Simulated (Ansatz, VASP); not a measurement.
## HfN: VASP beside Ansatz

```
CELL_PARAMETERS angstrom
0.00000 2.45482 2.65121
2.45482 0.00000 2.65121
2.45482 2.45482 0.00000
ATOMIC_POSITIONS crystal
Hf 0.00000 0.00000 0.00000
N 0.75000 0.75000 0.75000
```

Change from the starting cell: strain +0.000 along x and y, +0.080 along z, atoms carried along.

Alike in both runs: task single point; functional r2SCAN; k mesh 16 × 16 × 16; occupations gaussian, width 0.15 eV; no spin polarisation.

|  | VASP | Ansatz |
| --- | --- | --- |
| version | VASP 6.6.1 | Ansatz 0.2.0 |
| potentials or method | VASP PAW PBE potentials, release 64 (Hf_pv, N), cutoff 520 eV | scalar-relativistic, plane waves, PAW |
| valence electrons in the cell | 15 | 31 |

|  | VASP | Ansatz | Ansatz less VASP |
| --- | --- | --- | --- |
| gap on the k mesh at the Fermi level (eV) | none | none | - |
| pressure (GPa) | -16.5 | -15.2 | +1.37 |
| traceless stress, the component that is largest in VASP (GPa) | -9.21 | -9.13 | +0.086 |

VASP's potentials were made for PBE, not for r2SCAN. A gap of «none» marks a metal or a gap that the smearing closes. VASP's potentials hold 15 valence electrons a cell and Ansatz's 31, so a difference there can come from the potentials and not from the codes.

Spin-orbit coupling is off throughout.
